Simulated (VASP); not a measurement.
Crystal: CuO.

```xyz
4
Lattice="3.1755 0.0000 0.0000 0.0000 3.1755 0.0000 0.0000 0.0000 4.6495" Properties=species:S:1:pos:R:3 pbc="T T T"
Cu    0.0000    0.0000    0.0000
Cu    1.5877    1.5877    0.0000
O     1.5877    0.0000    1.2414
O     0.0000    1.5877    3.4081
```

```yaml
Program: VASP 6.6.1
Task: relaxation of cell and atoms
Functional: PBEsol
Dispersion: D3(BJ)
Potentials_or_basis: VASP PAW PBE potentials, release 64 (Cu, O)
Cutoff: 600 eV
k_mesh: 8 × 8 × 6
Occupations: fermi-dirac, width 0.05 eV
Spin: no spin polarisation
```

At the start: pressure 7.5 GPa; volume 11.72 Å³/atom.

Question: Where does the relaxation end?

Answer: Over 41 steps the energy falls by 678.0 meV/atom and the volume is 10.95 Å³/atom (-6.5 %); space group P4/nmm (No. 129, to 0.1 Å) before, P4/mmm (No. 123, to 0.1 Å).

The path:
```
step  energy change (eV)  largest force (eV/Å)  pressure (GPa)  volume (Å³)
   1              0.0000                1.2347            7.53        46.88
   3             -1.0447                1.6681          -10.21        52.69
   5             -1.7298                0.1518           10.18        44.87
   7             -2.0582                0.0767           27.47        38.83
   9             -1.7117                0.2733           19.19        34.58
  11             -2.4497                0.2222           14.18        37.77
  13             -2.5561                0.5202            2.07        40.74
  15             -2.5628                0.5144            1.80        40.86
  17             -2.6127                0.3910            0.40        41.25
  19             -2.6630                0.1682            0.46        41.63
  21             -2.6800                0.0597            3.91        41.70
  23             -2.7027                0.0020            2.22        44.47
  25             -2.7083                0.0105           -0.41        44.89
  27             -2.7107                0.0112           -0.31        44.46
  29             -2.7120                0.0120            0.06        43.85
  31             -2.7120                0.0120            0.08        43.88
  33             -2.7120                0.0102            0.10        43.87
  35             -2.7120                0.0117            0.20        43.89
  37             -2.7121                0.0110           -0.24        43.89
  39             -2.7121                0.0120           -0.13        43.88
  41             -2.7122                0.0082           -0.06        43.82
```

Final structure:
```xyz
4
Lattice="3.8245 0.0000 0.0000 0.0000 3.8245 0.0000 0.0000 0.0000 2.9959" Properties=species:S:1:pos:R:3 pbc="T T T"
Cu    0.0000    0.0000    0.0000
Cu    1.9122    1.9122    0.0000
O     1.9122    0.0000    0.0260
O     0.0000    1.9122    2.9699
```

Caveat: a cell axis changed by over 15 % at a fixed basis, so the end point is rough; the PAW data sets were made with another functional, which shifts forces and pressure a little.
